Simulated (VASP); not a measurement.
# Rh: single point with LDA

The system is Rh.

```
Rh
1.0
     2.81914    0.00000    0.00000
    -1.40957    2.44144    0.00000
     0.00000    0.00000    4.57144
Rh
2
Direct
  0.66667 0.33333 0.75000
  0.33333 0.66667 0.25000
```

* Program: VASP 6.6.1
* Task: single point
* Functional: LDA
* Potentials or basis: VASP PAW LDA potentials, release 64 (Rh_pv)
* Cutoff: 520 eV
* k mesh: 12 × 12 × 7
* Occupations: fermi-dirac, width 0.1 eV
* Spin: no spin polarisation

```json
{"Pressure": "-33.5 GPa", "Band gap on the k mesh": "zero (band 15 reaches 9.95 eV, above the bottom of band 16 at 8.02 eV)"}
```

Stress tensor (GPa, compression positive):
```
-32.95   0.00   0.00
  0.00 -32.95   0.00
  0.00   0.00 -34.72
```

Levels at points of the mesh, in eV from the Fermi level:
| k point | band 11 | band 12 | band 13 | band 14 | band 15 | band 16 | band 17 | band 18 | band 19 | band 20 |
| --- | --- | --- | --- | --- | --- | --- | --- | --- | --- | --- |
| (0.00, 0.00, 0.00) | -2.45 | -2.04 | -2.04 | -1.53 | -1.53 | 0.13 | 0.13 | 0.85 | 7.30 | 15.82 |
| (0.50, 0.00, 0.00) | -2.21 | -1.84 | -1.74 | 0.36 | 0.50 | 0.60 | 2.66 | 4.48 | 9.31 | 9.77 |

Run time: 13 s on 1 thread of Intel(R) Xeon(R) 6975P-C (Granite Rapids) (shared host), peak memory 0.16 GiB.
